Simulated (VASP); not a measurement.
InGa2As3: single point with PBE

Crystal: InGa2As3.

```
In Ga As
1.0
     4.17538    0.00000    0.00000
    -2.08769    3.61599    0.00000
     0.00000    0.00000   10.23560
In Ga As
1 2 3
Cartesian
  0.0000 0.0000 0.0177
  2.0877 1.2053 6.7561
  0.0000 2.4107 3.4761
  0.0000 2.4107 5.9693
  2.0877 1.2053 9.2398
  0.0000 0.0000 2.6889
```

```json
{
  "Program": "VASP 6.6.1",
  "Task": "single point",
  "Functional": "PBE",
  "Potentials or basis": "VASP PAW PBE potentials, release 64 (In_d, Ga_d, As)",
  "Cutoff": "520 eV",
  "k mesh": "5 × 5 × 2",
  "Occupations": "gaussian, width 0.2 eV",
  "Spin": "no spin polarisation",
  "Dipole correction": "no",
  "Further INCAR settings": "ALGO = Normal; EDIFF = 1e-07; NBANDS = 36"
}
```

```
Pressure               : 0.1 GPa
Largest force          : 0.018 eV/Å
Band gap on the k mesh : zero (filled and empty bands touch)
```

Forces in eV/Å, atoms in the order of the input:
```
In   0.000  0.000  0.018
Ga   0.000  0.000 -0.002
Ga   0.000  0.000  0.001
As   0.000  0.000  0.005
As   0.000  0.000 -0.007
As   0.000  0.000 -0.014
```

Stress tensor (GPa, compression positive):
```
0.11 0.00 0.00
0.00 0.11 0.00
0.00 0.00 0.01
```

Levels at points of the mesh, in eV from the Fermi level:
```csv
k point,band 24,band 25,band 26,band 27,band 28,band 29,band 30,band 31
"(0.00, 0.00, 0.00)",-0.84,-0.46,-0.18,-0.04,-0.04,0.45,1.36,3.57
"(0.00, 0.00, 0.50)",-0.62,-0.62,-0.22,-0.22,0.42,0.76,1.70,3.81
```

Run time: 50 s on 1 thread of AMD EPYC 9R45 96-Core Processor (Zen 5), with other jobs on the host, peak memory 0.26 GiB.

Caveat: spin-orbit coupling is left out, which moves the levels of the heavy elements.
